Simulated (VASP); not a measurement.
# NiO: single point with r2SCAN

Crystal: NiO.

```xyz
2
Lattice="0.0000 2.0892 2.0892 2.0892 0.0000 2.0892 2.0892 2.0892 0.0000" Properties=species:S:1:pos:R:3 pbc="T T T"
Ni    0.0000    0.0000    0.0000
O     2.0892    2.0892    2.0892
```

```
Program                : VASP 6.6.1
Task                   : single point
Functional             : r2SCAN
Potentials or basis    : VASP PAW PBE potentials, release 64 (Ni, O)
Cutoff                 : 660 eV
k mesh                 : 2 × 2 × 2
Occupations            : fermi-dirac, width 0.1 eV
Spin                   : collinear spin, ferromagnetic start
Starting moments       : [2.0, 0.0] μB
Dipole correction      : no
Further INCAR settings : ALGO = Normal; EDIFF = 1e-06; NBANDS = 19
```

The pressure is -17.3 GPa, the band gap on the k mesh is zero (filled and empty bands overlap) and the net moment is 0.00 μB per cell. The valence electrons inside the program's atomic spheres are Ni 9.09; O 4.97.

Levels at points of the mesh, in eV from the Fermi level:
Spin up:
```tsv
k point	band 5	band 6	band 7	band 8	band 9	band 10	band 11	band 12	band 13	band 14
(0.00, 0.00, 0.00)	-2.49	-2.49	-2.49	-1.78	-1.78	1.44	17.90	19.11	19.11	19.11
(0.50, 0.00, 0.00)	-1.65	-1.65	-1.31	0.96	0.96	5.56	10.16	14.29	14.29	21.71
(0.50, 0.50, 0.00)	-3.44	-1.41	-1.41	-1.38	-0.86	6.37	10.68	12.33	17.07	17.07
```
Spin down:
```tsv
k point	band 6	band 7	band 8	band 9	band 10	band 11	band 12	band 13
(0.00, 0.00, 0.00)	-2.49	-2.49	-1.78	-1.78	1.44	17.90	19.11	19.11
(0.50, 0.00, 0.00)	-1.65	-1.31	0.96	0.96	5.56	10.16	14.29	14.29
(0.50, 0.50, 0.00)	-1.41	-1.41	-1.38	-0.86	6.37	10.68	12.33	17.07
```

Wall time 88 s on 1 thread of Intel Xeon 8259CL (shared host), peak memory 0.18 GiB.

Caveat: the k points lie up to 1.30 Å⁻¹ apart, too coarse for converged energies and pressures of a metal; the PAW data sets were made with another functional, which shifts forces and pressure a little; semilocal functionals often make such compounds metallic where correlation or magnetic order opens a gap, which also shifts bond lengths. With open d or f shells a metallic result of r2SCAN can be an artefact of self-interaction; +U or a hybrid may open a gap.
